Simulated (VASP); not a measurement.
GaF:

```
Ga F
1.0
     3.16592    0.00000    0.00000
     0.00000    3.16592    0.00000
     0.00000    0.00000    3.16592
Ga F
1 1
Direct
  0.00000 0.00000 0.00000
  0.50000 0.50000 0.50000
```

Base run:

```yaml
Program: VASP 6.6.1
Functional: r2SCAN
Potentials_or_basis: VASP PAW PBE potentials, release 64 (Ga_d, F)
Cutoff: 520 eV
k_mesh: 8 × 8 × 8
Occupations: fermi-dirac, width 0.05 eV
Spin: no spin polarisation
```

Its results: band gap on the k mesh 0.53 eV, indirect (least direct gap 1.46 eV); pressure -2.0 GPa.

Task: The run is repeated on the same cell with these changes: functional from r2SCAN to BLYP. What comes out?

Result: Band gap on the k mesh 0.73 eV, indirect (least direct gap 1.37 eV); pressure 3.1 GPa.

Caveats: the PAW data sets were made with another functional, which shifts forces and pressure a little.

A k mesh can miss the band edges.
